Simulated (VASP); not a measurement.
A run of VASP 6.6.1:

Contents of INCAR:

```
PREC = Accurate
ENCUT = 520
EDIFF = 1E-7
ISMEAR = 1
SIGMA = 0.1
LREAL = F
LASPH = T
NELM = 100
ALGO = Normal
ISIF = 2
LWAVE = F
LCHARG = T
GGA = PS
LELF = T
LVHAR = T
NBANDS = 17
```

KPOINTS

```
Automatic mesh
0
Gamma
  8 8 8
```

Contents of POSCAR:

```
Sr
1.0
   -3.7063582800      3.7063582800      2.0208764700
    3.7063582800     -3.7063582800      2.0208764700
    3.7063582800      3.7063582800     -2.0208764700
Sr
2
Direct
    0.7500000000      0.2500000000      0.5000000000
    0.0000000000      0.0000000000      0.0000000000
```

Potentials or basis: VASP PAW PBE potentials, release 64 (Sr_sv).

Command:

```console
$ cat potpaw_PBE.64/Sr_sv/POTCAR > POTCAR
$ mpirun -np 1 vasp_std > vasp.out
```

Hardware: 1 thread of Intel(R) Xeon(R) Platinum 8259CL CPU @ 2.50GHz (Skylake/Cascade Lake), with other jobs on the host.

Task: How long does it take, and how much memory?

Result: Wall time 120 s on 1 thread of Intel(R) Xeon(R) Platinum 8259CL CPU @ 2.50GHz (Skylake/Cascade Lake), on a shared host, peak memory 0.3 GiB. Counts: scf iterations 14, k points 59.
